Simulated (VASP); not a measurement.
# Sc (P6_3/mmc) in VASP: further runs

The runs below take Sc through single point, with PBE.

All numbers are computed with VASP 6.6.1; they aren't measurements. Logs are shortened: lines on timing, memory, paths and dates and some standing lists are left out, and cuts for length are marked.

## 1. The cell of the first run

The structure is hexagonal, space group P6_3/mmc (No. 194). The conventional cell has a = 3.253 Å, b = 3.253 Å, c = 5.179 Å, α = 90.00°, β = 90.00°, γ = 120.00°. Sc (site symmetry -6m2) has 12 Sc at 3.20 to 3.25 Å within 4.2 Å.

## 2. Single point, PBE (volume scaled by 0.95)

File INCAR:

```
SYSTEM = Sc
PREC = Accurate
ENCUT = 520
EDIFF = 1E-7
ISMEAR = -1
SIGMA = 0.03
LREAL = .FALSE.
LASPH = .TRUE.
NELM = 80
ALGO = Normal
ISIF = 2
LWAVE = .FALSE.
LCHARG = .FALSE.
GGA = PE
NBANDS = 18
```

File KPOINTS:

```
Automatic mesh
0
G
  13 13 7
  0 0 0
```

File POSCAR:

```
Sc
1.0
    3.2527057408      0.0000000000      0.0000000000
   -1.6263528704      2.8169258025      0.0000000000
    0.0000000000      0.0000000000      5.1786946119
Sc
2
Direct
    0.3333333333      0.6666666667      0.2500000000
    0.6666666667      0.3333333333      0.7500000000
```

Potentials or basis: VASP PAW PBE potentials, release 64 (Sc_sv).

The run is started by

```bash
$ cat potpaw_PBE.64/Sc_sv/POTCAR > POTCAR
$ mpirun -np 1 vasp_std > vasp.out
```

OUTCAR:

```text
SYSTEM = Sc
   PREC = Accurate
   ENCUT = 520
   EDIFF = 1E-7
   ISMEAR = -1
   LREAL = .FALSE.
   LASPH = .TRUE.
   NELM = 80
   ISIF = 2
   GGA = PE

 ion  position               nearest neighbor table
   1  0.333  0.667  0.250-   2 3.20   2 3.20   2 3.20   2 3.20   2 3.20   2 3.20
   2  0.667  0.333  0.750-   1 3.20   1 3.20   1 3.20   1 3.20   1 3.20   1 3.20

  LATTYP: Found a hexagonal cell.
 ALAT       =     3.2527057408
 C/A-ratio  =     1.5921190002

  Lattice vectors:

 A1 = (   3.2527057408,   0.0000000000,   0.0000000000)
 A2 = (  -1.6263528704,   2.8169258025,   0.0000000000)
 A3 = (   0.0000000000,   0.0000000000,   5.1786946119)

Analysis of symmetry for initial positions (statically):
=====================================================================
 Subroutine PRICEL returns:
 Original cell was already a primitive cell.

 Routine SETGRP: Setting up the symmetry group for a
 hexagonal supercell.

 Subroutine GETGRP returns: Found 24 space group operations
 (whereof 12 operations were pure point group operations)
 out of a pool of 24 trial point group operations.

The static configuration has the point symmetry D_3d.
 The point group associated with its full space group is D_6h.

Analysis of symmetry for dynamics (positions and initial velocities):
=====================================================================
 Subroutine PRICEL returns:
 Original cell was already a primitive cell.

 Routine SETGRP: Setting up the symmetry group for a
 hexagonal supercell.

 Subroutine GETGRP returns: Found 24 space group operations
 (whereof 12 operations were pure point group operations)
 out of a pool of 24 trial point group operations.

The dynamic configuration has the point symmetry D_3d.
 The point group associated with its full space group is D_6h.

 Subroutine INISYM returns: Found 24 space group operations
 (whereof 12 operations are pure point group operations),
 and found     1 'primitive' translations

----------------------------------------------------------------------------------------

                                     Primitive cell

  volume of cell :      47.4505

  direct lattice vectors                    reciprocal lattice vectors
     3.252705741  0.000000000  0.000000000     0.307436356  0.177498463  0.000000000
    -1.626352870  2.816925803  0.000000000     0.000000000  0.354996926  0.000000000
     0.000000000  0.000000000  5.178694612     0.000000000  0.000000000  0.193098855

  length of vectors
     3.252705741  3.252705741  5.178694612     0.354996926  0.354996926  0.193098855

  position of ions in fractional coordinates (direct lattice)
     0.333333333  0.666666667  0.250000000
     0.666666667  0.333333333  0.750000000

  ion indices of the primitive-cell ions
   primitive index   ion index
                 1           1
                 2           2

----------------------------------------------------------------------------------------

 KPOINTS: Automatic mesh

Automatic generation of k-mesh.
 Grid dimensions read from file:
 generate k-points for:   13   13    7

 Generating k-lattice:

  Cartesian coordinates                     Fractional coordinates (reciprocal lattice)
     0.023648950  0.013653728  0.000000000     0.076923077  0.000000000  0.000000000
     0.000000000  0.027307456  0.000000000     0.000000000  0.076923077  0.000000000
     0.000000000  0.000000000  0.027585551     0.000000000  0.000000000  0.142857143

  Length of vectors
     0.027307456  0.027307456  0.027585551

  Shift w.r.t. Gamma in fractional coordinates (k-lattice)
     0.000000000  0.000000000  0.000000000

 Subroutine IBZKPT returns following result:
 ===========================================

 Found     84 irreducible k-points:

 Following reciprocal coordinates:
            Coordinates               Weight
  0.000000  0.000000  0.000000      1.000000
  0.076923  0.000000  0.000000      6.000000
  0.153846  0.000000  0.000000      6.000000
  0.230769  0.000000  0.000000      6.000000
  0.307692  0.000000  0.000000      6.000000
  0.384615  0.000000  0.000000      6.000000
[... 16 lines left out ...]
  0.076923  0.000000  0.142857     12.000000
  0.153846  0.000000  0.142857     12.000000
 [... further k-points ...]
   k-points           NKPTS =     84   k-points in BZ     NKDIM =     84   number of bands    NBANDS=     18
   number of dos      NEDOS =    301   number of ions     NIONS =      2
   total plane-waves  NPLWV =  23040
   dimension x,y,z NGX =    24 NGY =   24 NGZ =   40
   dimension x,y,z NGXF=    48 NGYF=   48 NGZF=   80
   ions per type =               2
   NGX,Y,Z   is equivalent  to a cutoff of  12.27, 12.27, 12.84 a.u.
   NGXF,Y,Z  is equivalent  to a cutoff of  24.53, 24.53, 25.68 a.u.
 SYSTEM =  Sc
   PREC   = accura    normal or accurate (medium, high low for compatibility)
   ISTART =      0    job   : 0-new  1-cont  2-samecut
   ICHARG =      2    charge: 1-file 2-atom 10-const
   ISPIN  =      1    spin polarized calculation?
   LNONCOLLINEAR =      F non collinear calculations
   LSORBIT =      F    spin-orbit coupling
   LASPH  =      T    aspherical Exc in radial PAW
   ENCUT  =  520.0 eV  38.22 Ry    6.18 a.u.   6.05  6.05  9.63*2*pi/ulx,y,z
   NELM   =     80;   NELMIN=  2; NELMDL= -5     # of ELM steps
   EDIFF  = 0.1E-06   stopping-criterion for ELM
   LREAL  =      F    real-space projection
   EDIFFG = 0.1E-05   stopping-criterion for IOM
   NSW    =      0    number of steps for IOM
   IBRION =     -1    ionic relax: 0-MD 1-quasi-New 2-CG
   NFREE  =      0    steps in history (QN), initial steepest desc. (CG)
   ISIF   =      2    stress and relaxation
   ISYM   =      2    0-nonsym 1-usesym 2-fastsym
   POTIM  = 0.5000    time-step for ionic-motion
   TEBEG  =    0.0;   TEEND  =   0.0 temperature during run
   PSTRESS=    0.0 pullay stress
   NELECT =      22.0000    total number of electrons
   NUPDOWN=      -1.0000    fix difference up-down
   EMIN   =  10.00;   EMAX   =-10.00  energy-range for DOS
   EFERMI =   0.00;   METHOD = LEGACY
   ISMEAR =    -1;   SIGMA  =   0.03  broadening in eV -4-tet -1-fermi 0-gaus
   EFERMI_NEDOS =   21; number of points for ismear=-14 and -15
   IALGO  =     38    algorithm
   IMIX   =      4    mixing-type and parameters
     AMIX     =   0.40;   BMIX     =  1.00
     AMIX_MAG =   1.60;   BMIX_MAG =  1.00
  volume/ion in A,a.u.               =      23.73       160.11
  Fermi-wavevector in a.u.,A,eV,Ry     =   1.267075  2.394424 21.843859  1.605478
  Thomas-Fermi vector in A             =   2.400242
   LORBIT       =      0    0 simple, 1 ext, 2 COOP (PROOUT), +10 PAW based schemes
   GGA     = PE    functional components
   LHFCALC =     F    Hartree Fock is set to
   AEXX    =    0.0000 exact exchange contribution
   IVDW    =     0    specifies the selected vdW correction
   LEPSILON=     F    determine dielectric tensor
   LRPA    =     F    only Hartree local field effects (RPA)
 non-spin polarized calculation
  energy-cutoff  :      520.00
  volume of cell :       47.45
 maximum number of plane-waves:      1296
   NGX = 13   NGY = 13   NGZ = 19

 number of electron      21.9999996 magnetization

 Free energy of the ion-electron system (eV)
  ---------------------------------------------------
  ext. energy  EPLUGINS =         0.00000000
  ---------------------------------------------------
  free energy    TOTEN  =       -12.48532203 eV

  energy without entropy =      -12.47212042  energy(sigma->0) =      -12.47872123

 E-fermi :   3.9169     XC(G=0): -10.0321

 val. band max:        3.9163020917   @ k =   0.3846   0.0769   0.2857
 cond. band min:       3.9190782331   @ k =   0.3077   0.0769   0.0000
 fundamental gap:      0.0027761414
 Fermi energy:         3.9168901711

 k-point     1 :       0.0000    0.0000    0.0000
  band No.  band energies     occupation
      1     -45.4139      2.00000
      2     -45.3371      2.00000
      3     -24.2627      2.00000
      4     -23.8783      2.00000
      5     -23.8783      2.00000
      6     -23.8115      2.00000
[... 10 lines left out ...]
     17       6.3926      0.00000
     18       6.3926      0.00000

 k-point     2 :       0.0769    0.0000    0.0000
  band No.  band energies     occupation
      1     -45.4105      2.00000
      2     -45.3357      2.00000
      3     -24.2540      2.00000
      4     -23.8963      2.00000
      5     -23.8843      2.00000
      6     -23.8303      2.00000
[... 10 lines left out ...]
     17       6.2768      0.00000
     18       6.3085      0.00000

 k-point     3 :       0.1538    0.0000    0.0000
  band No.  band energies     occupation
      1     -45.4011      2.00000
      2     -45.3320      2.00000
      3     -24.2288      2.00000
      4     -23.9465      2.00000
      5     -23.9005      2.00000
      6     -23.8817      2.00000
[... 10 lines left out ...]
     17       6.1646      0.00000
     18       6.3559      0.00000

 k-point     4 :       0.2308    0.0000    0.0000
  band No.  band energies     occupation
      1     -45.3872      2.00000
      2     -45.3273      2.00000
      3     -24.1905      2.00000
      4     -24.0180      2.00000
      5     -23.9520      2.00000
      6     -23.9224      2.00000
[... 375 lines left out ...]
      4     -23.8750      2.00000
      5     -23.8750      2.00000
      6     -23.8148      2.00000
[... 10 lines left out ...]
     17       6.5443      0.00000
     18       6.5443      0.00000

 k-point    23 :       0.0769    0.0000    0.1429
  band No.  band energies     occupation
      1     -45.4069      2.00000
      2     -45.3394      2.00000
      3     -24.2325      2.00000
      4     -23.8925      2.00000
      5     -23.8808      2.00000
      6     -23.8424      2.00000
[... 10 lines left out ...]
     17       6.4864      0.00000
     18       6.4901      0.00000

 k-point    24 :       0.1538    0.0000    0.1429
  band No.  band energies     occupation
      1     -45.3977      2.00000
      2     -45.3355      2.00000
      3     -24.2113      2.00000
      4     -23.9409      2.00000
      5     -23.8966      2.00000
      6     -23.8959      2.00000
[... 10 lines left out ...]
     17       6.4398      0.00000
     18       6.4701      0.00000

 [... further k-points ...]
[... 5 lines left out ...]
  --------------------------------------------------------------------------------------
  -------------------------------------------------------------------------------------
  Total        0.8707522      0.8707522      0.2953387      0.0000000     -0.0000000      0.0000000
  in kB       29.4011740     29.4011740      9.9721884      0.0000000     -0.0000000      0.0000000
  external PRESSURE =      22.9248455 kB  Pullay stress =       0.0000000 kB

 VOLUME and BASIS-vectors are now :
 -----------------------------------------------------------------------------
  energy-cutoff  :      520.00
  volume of cell :       47.45
      direct lattice vectors                 reciprocal lattice vectors
     3.252705741  0.000000000  0.000000000     0.307436356  0.177498463  0.000000000
    -1.626352870  2.816925803  0.000000000     0.000000000  0.354996926  0.000000000
     0.000000000  0.000000000  5.178694612     0.000000000  0.000000000  0.193098855

 POSITION                                       TOTAL-FORCE (eV/Angst)
 -----------------------------------------------------------------------------------
     -0.00000      1.87795      1.29467         0.000000      0.000000      0.000000
      1.62635      0.93898      3.88402        -0.000000     -0.000000      0.000000
 -----------------------------------------------------------------------------------
    total drift:                               -0.000000      0.000000     -0.000000

  FREE ENERGIE OF THE ION-ELECTRON SYSTEM (eV)
  ---------------------------------------------------
  free  energy   TOTEN  =       -12.4853220322 eV

  energy  without entropy=      -12.4721204217  energy(sigma->0) =      -12.47872123
```

It took 36 s on 1 thread of Intel Xeon 6975P-C, shared host; peak memory 0.19 GiB.

Results:

| Item | Value |
| --- | --- |
| Free energy | -12.4853 eV |
| Pressure | 2.3 GPa |
| Band gap on the k mesh | zero (band 11 reaches 4.67 eV, above the bottom of band 12 at 3.38 eV) |

Stress tensor (GPa, compression positive):
```
2.94 0.00 0.00
0.00 2.94 0.00
0.00 0.00 1.00
```

(Part 1 of 2 ends here.)
